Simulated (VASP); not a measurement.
# V (Fmmm) in VASP: further runs

Runs on V. Level: PBE. Tasks: single point.

All numbers are computed with VASP 6.6.1; they aren't measurements. Logs are shortened: lines on timing, memory, paths and dates and some standing lists are left out, and cuts for length are marked.

## Step 1: The cell of the first run

It takes space group Fmmm (No. 69, orthorhombic). Conventional cell: a = 3.026 Å, b = 3.958 Å, c = 4.600 Å, α = 90.00°, β = 90.00°, γ = 90.00°. V (site symmetry mmm) has 14 V at 2.49 to 3.03 Å within 3.3 Å.

## Step 2: Single point, PBE (strain -0.1500 x Voigt [0, 0, 0, 0, 0, 1])

File INCAR:

```
SYSTEM = V
PREC = Accurate
ENCUT = 520
EDIFF = 1E-6
ISMEAR = 0
SIGMA = 0.15
LREAL = .False.
LASPH = .True.
NELM = 80
ALGO = Fast
ISIF = 2
LWAVE = .False.
LCHARG = .False.
GGA = PE
NBANDS = 12
```

File KPOINTS:

```
Automatic mesh
0
Gamma
  22 22 22
  0 0 0
```

File POSCAR:

```
V
1.0
   -1.6264750000      1.6264750000      1.5130000000
    1.6264750000     -1.6264750000      1.5130000000
    1.3995250000      1.3995250000     -1.5130000000
V
1
Direct
    0.0000000000      0.0000000000      0.0000000000
```

Potentials or basis: VASP PAW PBE potentials, release 64 (V_sv).

The run is started by

```
$ cat potpaw_PBE.64/V_sv/POTCAR > POTCAR
$ mpirun -np 1 vasp_std > vasp.out
```

OUTCAR:

```text
SYSTEM = V
   PREC = Accurate
   ENCUT = 520
   EDIFF = 1E-6
   ISMEAR = 0
   LREAL = .False.
   LASPH = .True.
   NELM = 80
   ISIF = 2
   GGA = PE

 ion  position               nearest neighbor table
   1  0.000  0.000  0.000-

  LATTYP: Found a face centered orthorhombic cell.
 ALAT       =     3.0260000000
 B/A-ratio  =     1.3081475452
 C/A-ratio  =     1.5202795796

  Lattice vectors:

 A1 = (  -0.2269500000,   3.0260000000,   0.0000000000)
 A2 = (  -1.6264750000,   1.6264750000,   1.5130000000)
 A3 = (   1.3995250000,   1.3995250000,   1.5130000000)

Analysis of symmetry for initial positions (statically):
=====================================================================
 Subroutine PRICEL returns:
 Original cell was already a primitive cell.

 Routine SETGRP: Setting up the symmetry group for a
 face centered orthorhombic supercell.

 Subroutine GETGRP returns: Found  8 space group operations
 (whereof  8 operations were pure point group operations)
 out of a pool of  8 trial point group operations.

The static configuration has the point symmetry D_2h.

Analysis of symmetry for dynamics (positions and initial velocities):
=====================================================================
 Subroutine PRICEL returns:
 Original cell was already a primitive cell.

 Routine SETGRP: Setting up the symmetry group for a
 face centered orthorhombic supercell.

 Subroutine GETGRP returns: Found  8 space group operations
 (whereof  8 operations were pure point group operations)
 out of a pool of  8 trial point group operations.

The dynamic configuration has the point symmetry D_2h.

 Subroutine INISYM returns: Found  8 space group operations
 (whereof  8 operations are pure point group operations),
 and found     1 'primitive' translations

----------------------------------------------------------------------------------------

                                     Primitive cell

  volume of cell :      13.7761

  direct lattice vectors                    reciprocal lattice vectors
    -1.626475000  1.626475000  1.513000000     0.024925400  0.332338671  0.330469266
     1.626475000 -1.626475000  1.513000000     0.332338671  0.024925400  0.330469266
     1.399525000  1.399525000 -1.513000000     0.357264072  0.357264072  0.000000000

  length of vectors
[... 86 lines left out ...]
   ISIF   =      2    stress and relaxation
   ISYM   =      2    0-nonsym 1-usesym 2-fastsym
   POTIM  = 0.5000    time-step for ionic-motion
   TEBEG  =    0.0;   TEEND  =   0.0 temperature during run
   PSTRESS=    0.0 pullay stress
   NELECT =      13.0000    total number of electrons
   NUPDOWN=      -1.0000    fix difference up-down
   EMIN   =  10.00;   EMAX   =-10.00  energy-range for DOS
   EFERMI =   0.00;   METHOD = LEGACY
   ISMEAR =     0;   SIGMA  =   0.15  broadening in eV -4-tet -1-fermi 0-gaus
   EFERMI_NEDOS =   21; number of points for ismear=-14 and -15
   IALGO  =     68    algorithm
   IMIX   =      4    mixing-type and parameters
     AMIX     =   0.40;   BMIX     =  1.00
     AMIX_MAG =   1.60;   BMIX_MAG =  1.00
  volume/ion in A,a.u.               =      13.78        92.97
  Fermi-wavevector in a.u.,A,eV,Ry     =   1.605759  3.034444 35.082093  2.578461
  Thomas-Fermi vector in A             =   2.702054
   LORBIT       =      0    0 simple, 1 ext, 2 COOP (PROOUT), +10 PAW based schemes
   GGA     = PE    functional components
   LHFCALC =     F    Hartree Fock is set to
   AEXX    =    0.0000 exact exchange contribution
   IVDW    =     0    specifies the selected vdW correction
   LEPSILON=     F    determine dielectric tensor
   LRPA    =     F    only Hartree local field effects (RPA)
 non-spin polarized calculation
 RMM-DIIS sequential band-by-band and
 Gauss-broadening in eV      SIGMA  =   0.15
  energy-cutoff  :      520.00
  volume of cell :       13.78
 maximum number of plane-waves:       392
   NGX = 11   NGY = 11   NGZ =  9

 number of electron      12.9999997 magnetization

 Free energy of the ion-electron system (eV)
  ---------------------------------------------------
  ext. energy  EPLUGINS =         0.00000000
  ---------------------------------------------------
  free energy    TOTEN  =        -8.97596917 eV

  energy without entropy =       -8.95705282  energy(sigma->0) =       -8.96651100

 E-fermi :   9.4577     XC(G=0): -12.7661

 val. band max:        9.4576207163   @ k =   0.0909   0.0455   0.2273
 cond. band min:       9.4584757309   @ k =   0.2727   0.0000   0.2727
 fundamental gap:      0.0008550146
 Fermi energy:         9.4576544173

 k-point     1 :       0.0000    0.0000    0.0000
  band No.  band energies     occupation
      1     -54.2983      2.00000
      2     -27.7948      2.00000
      3     -27.5796      2.00000
      4     -27.4349      2.00000
      5       2.9173      2.00000
      6       9.0458      1.99990
      7       9.4908      0.75476
      8      10.6277      0.00000
      9      11.8870      0.00000
     10      12.2152      0.00000
     11      27.8429      0.00000
     12      29.9208      0.00000
[... 331 lines left out ...]
 k-point    24 :      -0.4545    0.0455    0.0000
  band No.  band energies     occupation
      1     -54.1103      2.00000
      2     -28.4552      2.00000
      3     -27.9376      2.00000
      4     -27.5209      2.00000
      5       6.3811      2.00000
      6       8.3399      2.00000
      7      10.5119      0.00000
      8      11.9068      0.00000
      9      12.2056      0.00000
     10      13.1770      0.00000
     11      20.1328      0.00000
     12      24.3627      0.00000

 [... further k-points ...]

------------------------ aborting loop because EDIFF is reached ----------------------------------------

  FORCE on cell =-STRESS in cart. coord.  units (eV):
  Direction    XX          YY          ZZ          XY          YZ          ZX
  --------------------------------------------------------------------------------------
  -------------------------------------------------------------------------------------
  Total       -0.3503068     -0.3503068     -0.1809045      0.3769609      0.0000000      0.0000000
  in kB      -40.7410429    -40.7410429    -21.0393804     43.8409449      0.0000000      0.0000000
  external PRESSURE =     -34.1738221 kB  Pullay stress =       0.0000000 kB

 VOLUME and BASIS-vectors are now :
 -----------------------------------------------------------------------------
  energy-cutoff  :      520.00
  volume of cell :       13.78
      direct lattice vectors                 reciprocal lattice vectors
    -1.626475000  1.626475000  1.513000000     0.024925400  0.332338671  0.330469266
     1.626475000 -1.626475000  1.513000000     0.332338671  0.024925400  0.330469266
     1.399525000  1.399525000 -1.513000000     0.357264072  0.357264072  0.000000000

 POSITION                                       TOTAL-FORCE (eV/Angst)
 -----------------------------------------------------------------------------------
      0.00000      0.00000      0.00000        -0.000000      0.000000     -0.000000
 -----------------------------------------------------------------------------------
    total drift:                                0.000000     -0.000000      0.000000

  FREE ENERGIE OF THE ION-ELECTRON SYSTEM (eV)
  ---------------------------------------------------
  free  energy   TOTEN  =        -8.9759691713 eV

  energy  without entropy=       -8.9570528207  energy(sigma->0) =       -8.96651100
```

OSZICAR:

```text
N       E                     dE             d eps       ncg     rms          rms(c)
DAV:   1     0.914412239206E+02    0.91441E+02   -0.70307E+03 36808   0.118E+03
DAV:   2    -0.897440874302E+01   -0.10042E+03   -0.97449E+02 37428   0.330E+02
DAV:   3    -0.102944787148E+02   -0.13201E+01   -0.13155E+01 40776   0.442E+01
DAV:   4    -0.103012815925E+02   -0.68029E-02   -0.68028E-02 39256   0.338E+00
DAV:   5    -0.103013643415E+02   -0.82749E-04   -0.82749E-04 40400   0.352E-01    0.179E+01
RMM:   6    -0.899643611590E+01    0.13049E+01   -0.30422E+00 37858   0.206E+01    0.178E+00
RMM:   7    -0.898320659502E+01    0.13230E-01   -0.70428E-02 39594   0.293E+00    0.101E+00
RMM:   8    -0.897591778628E+01    0.72888E-02   -0.69846E-03 40958   0.119E+00    0.127E-01
RMM:   9    -0.897596782807E+01   -0.50042E-04   -0.10058E-03 41937   0.422E-01    0.496E-02
RMM:  10    -0.897597356857E+01   -0.57405E-05   -0.16260E-04 41029   0.192E-01    0.175E-02
RMM:  11    -0.897597182780E+01    0.17408E-05   -0.50371E-05 40959   0.979E-02    0.220E-02
RMM:  12    -0.897596883310E+01    0.29947E-05   -0.13861E-05 39792   0.573E-02    0.108E-03
RMM:  13    -0.897596917133E+01   -0.33823E-06   -0.28804E-06 28203   0.235E-02
   1 F= -.89759692E+01 E0= -.89665110E+01  d E =-.189164E-01
```

stdout:

```text
POSCAR found type information on POSCAR V
 POSCAR found :  1 types and       1 ions
 scaLAPACK will be used
 LDA part: xc-table for (Slater+PW92), standard interpolation
 POSCAR, INCAR and KPOINTS ok, starting setup
 FFT: planning ... GRIDC
 FFT: planning ... GRID_SOFT
 FFT: planning ... GRID
 WAVECAR not read
 entering main loop
```

It took 2 min on 1 thread of Intel Xeon Platinum 8488C (Sapphire Rapids), shared host; peak memory 0.34 GiB.

What came out:

```yaml
Free_energy: -8.9760 eV
Pressure: -3.4 GPa
Band_gap_on_the_k_mesh: zero (an odd number of electrons rules out a gap without spin polarisation)
```

Levels at points of the mesh, in eV from the Fermi level:
```
           k point  band 4  band 5  band 6  band 7  band 8  band 9  band 10  band 11
(0.00, 0.00, 0.00)  -36.89   -6.54   -0.41    0.03    1.17    2.43     2.76    18.39
(0.50, 0.00, 0.00)  -36.98   -3.08   -1.16    1.59    2.44    2.70     3.89     9.96
(0.50, 0.50, 0.00)  -36.92   -3.19   -1.42    0.38    2.93    3.18     3.62     8.53
(0.00, 0.00, 0.50)  -37.20   -3.15   -0.92    2.04    2.07    2.98     4.56    11.30
(0.50, 0.50, 0.50)  -37.52   -3.01   -2.79    2.87    3.52    4.39     9.77     9.94
```

Caveat: the cell differs from its parent crystal (strain -0.1500 x Voigt [0, 0, 0, 0, 0, 1]); the cell stands under tension.

## Step 3: Single point, PBE (strain +0.1125 x Voigt [0, 0, 0, 0, 0, 1])

File INCAR:

```
PREC     = Accurate       # precision mode
ENCUT    = 520            # plane-wave cutoff, eV
EDIFF    = 1E-6           # SCF threshold, eV
ISMEAR   = 0              # smearing method
SIGMA    = 0.15           # smearing width, eV
LREAL    = False          # projectors in reciprocal space
LASPH    = True           # aspherical terms in the spheres
NELM     = 100            # most SCF steps
ALGO     = Fast           # electronic algorithm
ISIF     = 2              # what is computed and relaxed
LWAVE    = False          # write WAVECAR
LCHARG   = True           # write CHGCAR
GGA      = PE             # functional
LELF     = True           # ELF
LVHAR    = True         
NBANDS   = 12             # bands
```

File KPOINTS:

```
Automatic mesh
0
Gamma
  22 22 22
```

File POSCAR:

```
V
1.0
   -1.4278937500      1.4278937500      1.5130000000
    1.4278937500     -1.4278937500      1.5130000000
    1.5981062500      1.5981062500     -1.5130000000
V
1
Direct
    0.0000000000      0.0000000000      0.0000000000
```

Potentials or basis: VASP PAW PBE potentials, release 64 (V_sv).

The run is started by

```
$ cat potpaw_PBE.64/V_sv/POTCAR > POTCAR
$ mpirun -np 1 vasp_std > vasp.out
```

Wall time 2 min (1 thread of Intel Xeon Platinum 8488C (Sapphire Rapids), shared host); peak memory 0.34 GiB.

The run converged. Its results:

```
Free energy            : -8.9861 eV
Pressure               : -4.0 GPa
Band gap on the k mesh : zero (an odd number of electrons rules out a gap without spin polarisation)
```

Stress tensor (GPa, compression positive):
```
-4.51 -2.51  0.00
-2.51 -4.51  0.00
 0.00  0.00 -3.07
```

Levels at points of the mesh, in eV from the Fermi level:
| k point | band 3 | band 4 | band 5 | band 6 | band 7 | band 8 | band 9 | band 10 | band 11 | band 12 |
| --- | --- | --- | --- | --- | --- | --- | --- | --- | --- | --- |
| (0.00, 0.00, 0.00) | -37.05 | -36.94 | -6.53 | -0.19 | 0.18 | 0.99 | 2.40 | 2.60 | 18.88 | 20.38 |
| (0.50, 0.00, 0.00) | -37.38 | -37.02 | -3.08 | -1.12 | 1.57 | 2.41 | 2.69 | 3.93 | 9.90 | 15.21 |
| (0.50, 0.50, 0.00) | -37.46 | -37.18 | -3.10 | -0.94 | 2.08 | 2.24 | 2.59 | 4.39 | 10.92 | 14.82 |
| (0.00, 0.00, 0.50) | -37.22 | -36.96 | -3.15 | -1.31 | 0.65 | 2.77 | 3.07 | 3.69 | 8.84 | 16.70 |
| (0.50, 0.50, 0.50) | -37.67 | -37.55 | -2.94 | -2.82 | 3.05 | 3.55 | 4.19 | 9.77 | 9.94 | 10.44 |

Caveat: the cell differs from its parent crystal (strain +0.1125 x Voigt [0, 0, 0, 0, 0, 1]); the cell stands under tension.

## Step 4: Single point, PBE (strain +0.1312 x Voigt [0, 0, 0, 0, 0, 1])

File INCAR:

```
SYSTEM = V
  PREC = Accurate
  ENCUT = 520
  EDIFF = 1E-6
  ISMEAR = 0
  SIGMA = 0.15
  LREAL = .False.
  LASPH = .True.
  NELM = 80
  ALGO = Fast
  ISIF = 2
  LWAVE = .False.
  LCHARG = .False.
  GGA = PE
  NBANDS = 12
```

File KPOINTS:

```
regular mesh
0
Gamma
  22 22 22
  0 0 0
```

File POSCAR:

```
V
1.0
   -1.4137472000      1.4137472000      1.5130000000
    1.4137472000     -1.4137472000      1.5130000000
    1.6122528000      1.6122528000     -1.5130000000
V
1
Direct
    0.0000000000      0.0000000000      0.0000000000
```

The run is started by

```
$ cat potpaw_PBE.64/V_sv/POTCAR > POTCAR
$ mpirun -np 1 vasp_std > vasp.out
```

It took 3.1 min on 1 thread of Intel Xeon Platinum 8488C (Sapphire Rapids), shared host; peak memory 0.34 GiB.

It converged, with:

```yaml
Free_energy: -8.9818 eV
Pressure: -3.8 GPa
Band_gap_on_the_k_mesh: zero (an odd number of electrons rules out a gap without spin polarisation)
```

Stress tensor (GPa, compression positive):
```
-4.34 -3.37  0.00
-3.37 -4.34  0.00
 0.00  0.00 -2.60
```

Levels at points of the mesh, in eV from the Fermi level:
| k point | band 4 | band 5 | band 6 | band 7 | band 8 | band 9 | band 10 | band 11 |
| --- | --- | --- | --- | --- | --- | --- | --- | --- |
| (0.00, 0.00, 0.00) | -36.91 | -6.54 | -0.30 | 0.11 | 1.08 | 2.41 | 2.68 | 18.63 |
| (0.50, 0.00, 0.00) | -37.00 | -3.08 | -1.14 | 1.58 | 2.42 | 2.69 | 3.91 | 9.93 |
| (0.50, 0.50, 0.00) | -37.19 | -3.13 | -0.92 | 2.06 | 2.16 | 2.78 | 4.48 | 11.11 |
| (0.00, 0.00, 0.50) | -36.94 | -3.17 | -1.36 | 0.51 | 2.85 | 3.13 | 3.65 | 8.68 |
| (0.50, 0.50, 0.50) | -37.54 | -2.97 | -2.81 | 2.96 | 3.54 | 4.29 | 9.77 | 9.94 |

Caveat: the cell differs from its parent crystal (strain +0.1312 x Voigt [0, 0, 0, 0, 0, 1]); the cell stands under tension.

## Step 5: The runs side by side

```tsv
cell	gap on the mesh (eV)	pressure (GPa)
a = 2.753, b = 2.753, c = 2.491 Å, angles 109.5, 109.5, 113.3°, 1 atom	none	-3.4
a = 2.523, b = 2.523, c = 2.720 Å, angles 109.5, 109.5, 106.3°, 1 atom	none	-4.0
a = 2.507, b = 2.507, c = 2.736 Å, angles 109.5, 109.5, 105.8°, 1 atom	none	-3.8
```

Alike in all rows: task single point; level PBE; potentials or basis VASP PAW PBE potentials, release 64 (V_sv); no spin polarisation; k mesh 22 × 22 × 22; cutoff (eV) 520; smearing gaussian 0.15 eV.

Caveats: the cell stands under tension.

Total energies depend on the potentials used, so only differences within one code and one set of settings carry meaning.
